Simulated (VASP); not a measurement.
Here is a VASP 6.6.1 calculation.

The input INCAR:

```
SYSTEM = Cu
PREC = Accurate
ENCUT = 520
EDIFF = 1E-6
ISMEAR = -1
SIGMA = 0.08
LREAL = .FALSE.
LASPH = .TRUE.
NELM = 60
ALGO = Normal
ISIF = 2
LWAVE = .FALSE.
LCHARG = .FALSE.
LDIPOL = .TRUE.
IDIPOL = 3
DIPOL = 0.5 0.5 0.500
GGA = PE
NBANDS = 36
```

Contents of KPOINTS:

```
regular mesh
0
G
  15 15 1
  0 0 0
```

File POSCAR:

```
Cu
1.0
    2.5589948731      0.0000000000      0.0000000000
   -1.2794974366      2.2161545683      0.0000000000
    0.0000000000      0.0000000000     24.4423000000
Cu
5
Direct
    0.0000000000      0.0000000000      0.3273015904
    0.3333333340      0.6666666660      0.4136507953
    0.0000000000      0.0000000000      0.4999999997
    0.3333333340      0.6666666660      0.5863492047
    0.0000000000      0.0000000000      0.6726984096
```

Potentials or basis: VASP PAW PBE potentials, release 64 (Cu).

Command:

```sh
$ cat potpaw_PBE.64/Cu/POTCAR > POTCAR
$ mpirun -np 1 vasp_std > vasp.out
```

(1) What does it give for the band gap on the k mesh?

(2) Predict the largest force.

## Answers

(1) zero (an odd number of electrons rules out a gap without spin polarisation).

(2) 0.062 eV/Å.
